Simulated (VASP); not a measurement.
Wanted: the native input for a VASP 6.6.1 run.

| Item | Value |
| --- | --- |
| Task | single point |
| Functional | PBEsol |
| Potentials or basis | VASP PAW PBE potentials, release 64 (Sn_d, Se) |
| Cutoff | 500 eV |
| k mesh | 4 × 4 × 4 |
| Occupations | gaussian, width 0.01 eV |
| Spin | no spin polarisation |
| Dipole correction | no |
| Further INCAR settings | ALGO = Normal; EDIFF = 1e-06; NBANDS = 17 |

The structure of SnSe lies in POSCAR:

```
SnSe
1.0
   -0.0317000000      3.1462600000      3.1421700000
    2.8932500000      0.0704700000      3.0400000000
    2.9226000000      3.0734300000      0.0411200000
Sn Se
1 1
Direct
    0.0092900000      0.9516900000      0.0730100000
    0.5060891659      0.5272550448      0.4884393442
```

One way to write it, as run:

INCAR

```
SYSTEM = SnSe
  PREC = Accurate
  ENCUT = 500
  EDIFF = 1E-6
  ISMEAR = 0
  SIGMA = 0.01
  LREAL = .FALSE.
  LASPH = .TRUE.
  NELM = 120
  ALGO = Normal
  ISIF = 2
  LWAVE = .FALSE.
  LCHARG = .FALSE.
  GGA = PS
  NBANDS = 17
  GGA_COMPAT = .FALSE.
```

KPOINTS

```
Automatic mesh
0
G
  4 4 4
  0 0 0
```

Potentials or basis: VASP PAW PBE potentials, release 64 (Sn_d, Se).

Run with:

```console
$ cat potpaw_PBE.64/Sn_d/POTCAR potpaw_PBE.64/Se/POTCAR > POTCAR
$ mpirun -np 1 vasp_std > vasp.out
```

It gave:

The pressure is -1.9 GPa and the largest force is 0.168 eV/Å. The band gap on the k mesh is 0.39 eV, indirect (least direct gap 0.49 eV).

Caveat: the k points lie up to 0.46 Å⁻¹ apart; the PAW data sets were made with another functional, which shifts forces and pressure a little; spin-orbit coupling is left out, which moves the levels of the heavy elements.

It took 16 s on 1 thread of Intel(R) Xeon(R) Platinum 8375C CPU @ 2.90GHz (Ice Lake), on a shared host, peak memory 0.18 GiB.
